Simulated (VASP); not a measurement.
Set up this calculation in VASP 6.6.1, as the native input.

```yaml
Task: relaxation of cell and atoms
Functional: PBE
Potentials_or_basis: VASP PAW PBE potentials, release 64 (Er_3, Be, Pd), 4f in core
Cutoff: 600 eV
k_mesh: 10 × 10 × 10
Occupations: gaussian, width 0.1 eV
Spin: no spin polarisation
Dipole_correction: no
Mended: yes
Further_INCAR_settings: ALGO = Normal; EDIFF = 1e-07; IBRION = 2; EDIFFG = -0.01; NSW = 100; ISIF = 3
```

The structure of ErBe3Pd lies in POSCAR:

```
ErBe3Pd
1.0
    4.2468401182      0.0000000000      0.0000000000
    0.0000000000      4.2468401182      0.0000000000
    0.0000000000      0.0000000000      4.2468401182
Er Be Pd
1 3 1
Direct
    0.0000000000      0.0000000000      0.0000000000
    0.0000000000      0.5000000000      0.5000000000
    0.5000000000      0.0000000000      0.5000000000
    0.5000000000      0.5000000000      0.0000000000
    0.5000000000      0.5000000000      0.5000000000
```

The cell was built from a structure type or drawn by symmetry, and may not be a known phase.

One way to write it, as run:

INCAR

```
  ALGO = Normal
  EDIFF = 1E-7
  EDIFFG = -0.01
  ENCUT = 600
  GGA = PE
  GGA_COMPAT = F
  IBRION = 2
  ISIF = 3
  ISMEAR = 0
  LASPH = T
  LCHARG = F
  LMAXMIX = 6
  LREAL = F
  LWAVE = F
  NELM = 200
  NELMIN = 4
  NSW = 100
  PREC = Accurate
  SIGMA = 0.1
```

KPOINTS

```
k-points
0
Gamma
  10 10 10
```

Potentials or basis: VASP PAW PBE potentials, release 64 (Er_3, Be, Pd), 4f in core.

Run with:

```bash
$ cat potpaw_PBE.64/Er_3/POTCAR potpaw_PBE.64/Be/POTCAR potpaw_PBE.64/Pd/POTCAR > POTCAR
$ mpirun -np 1 vasp_std > vasp.out
```

It gave:

The relaxed volume is 15.38 Å³/atom. The relaxed cell is a = 4.253 Å, b = 4.253 Å, c = 4.253 Å, α = 90.00°, β = 90.00°, γ = 90.00° and the space group after relaxing (to 0.1 Å) is Pm-3m (No. 221). The energy gained by relaxing is 0.0 meV/atom and the ionic steps are 2. The pressure after relaxing is -0.1 GPa and the band gap on the k mesh is zero (an odd number of electrons rules out a gap without spin polarisation).

Caveat: spin-orbit coupling is left out, which moves the levels of the heavy elements; the 4f electrons are frozen in the core, so they carry no moment and show no levels.

Run time: 2.2 min on 1 thread of Intel(R) Xeon(R) Platinum 8259CL CPU @ 2.50GHz (Skylake/Cascade Lake) (shared host), peak memory 0.28 GiB.
